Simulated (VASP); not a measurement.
MnS, 4 atoms in the cell. It takes space group R-3m (No. 166, trigonal). Conventional cell: a = 3.640 Å, b = 3.640 Å, c = 8.836 Å, α = 90.00°, β = 90.00°, γ = 120.00°. Within 3.4 Å of Mn (site symmetry -3m) lie 6 S at 2.57 Å. S (site symmetry -3m) has 6 Mn at 2.57 Å within 3.4 Å. 

| Item | Value |
| --- | --- |
| Program | VASP 6.6.1 |
| Task | single point |
| Functional | PBE |
| Potentials or basis | VASP PAW PBE potentials, release 64 (Mn_pv, S) |
| Cutoff | 520 eV |
| k mesh | 8 × 8 × 8 |
| Occupations | gaussian, width 0.05 eV |
| Spin | collinear spin, antiferromagnetic start |
| Starting moments | [4.8, -4.8, 0.0, 0.0] μB |
| Hubbard terms | Mn d U = 3.9 eV |
| Dipole correction | no |
| Further INCAR settings | ALGO = Normal; EDIFF = 1e-06; NBANDS = 31 |

Potentials or basis: VASP PAW PBE potentials, release 64 (Mn_pv, S).

Run with:

```sh
$ cat potpaw_PBE.64/Mn_pv/POTCAR potpaw_PBE.64/S/POTCAR > POTCAR
$ mpirun -np 1 vasp_std > vasp.out
```

Hardware: 1 thread of Intel Xeon 8259CL (shared host).

Problem. How long does it take, and how much memory?

Solution. Run time: 14 min on 1 thread of Intel Xeon 8259CL (shared host), peak memory 0.52 GiB. Counts: scf iterations 16, k points 65.
